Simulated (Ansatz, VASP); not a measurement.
# Two plane-wave programs on Li

```
Li
1.0
    -1.75645    1.72042    1.71883
     1.75567   -1.77123    1.76885
     1.77516    1.78994   -1.76963
Li
1
Direct
  0.00983 0.00877 0.02734
```

Change from the starting cell: cell strained at random at fixed volume.

Alike in both runs: functional BLYP; k mesh 8 × 8 × 8; occupations methfessel-paxton of order 1, width 0.1 eV; non-collinear spin.

```csv
,VASP,Ansatz
version,VASP 6.6.1,Ansatz 0.2.0
potentials or method,"VASP PAW PBE potentials, release 64 (Li_sv)",JTH PAW
plane-wave cutoff (eV),520,1170
valence electrons in the cell,3,3
task,single point,density of states
```

```tsv
	VASP	Ansatz	Ansatz less VASP
gap on the k mesh at the Fermi level (eV)	none	none	-
net moment per atom (μB)	0.00	0.00	-0.005
```

VASP's potentials were made for PBE, not for BLYP. A gap of «none» marks a metal or a gap that the smearing closes.

Noted on VASP's run: the cutoff is under 1.25 times that of the potentials, so the pressure is a little rough. Noted on Ansatz's run: the potentials were made for another functional, which shifts forces and pressure.
